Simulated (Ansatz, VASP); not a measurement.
# ZrC in VASP and in Ansatz

```
CELL_PARAMETERS angstrom
0.00000 2.36500 2.36500
2.36500 0.00000 2.36500
2.36500 2.36500 0.00000
ATOMIC_POSITIONS crystal
Zr 0.50000 0.50000 0.50000
C 0.00000 0.00000 0.00000
```

Alike in both runs: task electric field gradients; functional r2SCAN; k mesh 13 × 13 × 13; occupations tetrahedron; no spin polarisation.

```csv
,VASP,Ansatz
version,VASP 6.6.1,Ansatz 0.2.0
potentials or method,"VASP PAW PBE potentials, release 64 (Zr_sv, C), cutoff 520 eV","all-electron PAW with datasets made for the crystal, scalar-relativistic"
```

```csv
,VASP,Ansatz,Ansatz less VASP
gap on the k mesh at the Fermi level (eV),none,none,-
pressure (GPa),-2.4,-2.6,-0.17
```

VASP's potentials were made for PBE, not for r2SCAN. A gap of «none» marks a metal or a gap that the smearing closes. Ansatz ran all-electron here, and VASP with PAW potentials. Ansatz's warnings: tetrahedron derivatives may miss energy slope.
